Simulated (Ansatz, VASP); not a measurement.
## Al: VASP beside Ansatz

```
CELL_PARAMETERS angstrom
2.81246 0.00000 0.00000
-1.40623 2.43566 0.00000
0.00000 0.00000 4.86685
ATOMIC_POSITIONS crystal
Al 0.62048 0.24096 0.75000
Al 0.33333 0.66667 0.25000
```

Alike in both runs: task single point; functional PBEsol; k mesh 18 × 18 × 10; occupations gaussian, width 0.15 eV; no spin polarisation.

```csv
,VASP,Ansatz
version,VASP 6.6.1,Ansatz 0.2.0
potentials or method,"VASP PAW PBE potentials, release 64 (Al), cutoff 520 eV","scalar-relativistic, plane waves, PAW"
valence electrons in the cell,6,6
```

Ansatz gave:

```
gap on the k mesh at the Fermi level (eV)                     : none
pressure (GPa)                                                : -1.0
traceless stress, the component that is largest in VASP (GPa) : -0.82
rms of the force components (eV/Å)                            : 0.122
```

Question: What did VASP give for the same quantities?

Answer: gap on the k mesh at the Fermi level (eV): none; pressure (GPa): -0.9; traceless stress, the component that is largest in VASP (GPa): -0.84; rms of the force components (eV/Å): 0.123.

VASP's potentials were made for PBE, not for PBEsol. Atom by atom the forces differ by 0.001 eV/Å (rms over components). A gap of «none» marks a metal or a gap that the smearing closes. With one functional, cell and mesh, what is left measures potentials, basis and numerics.
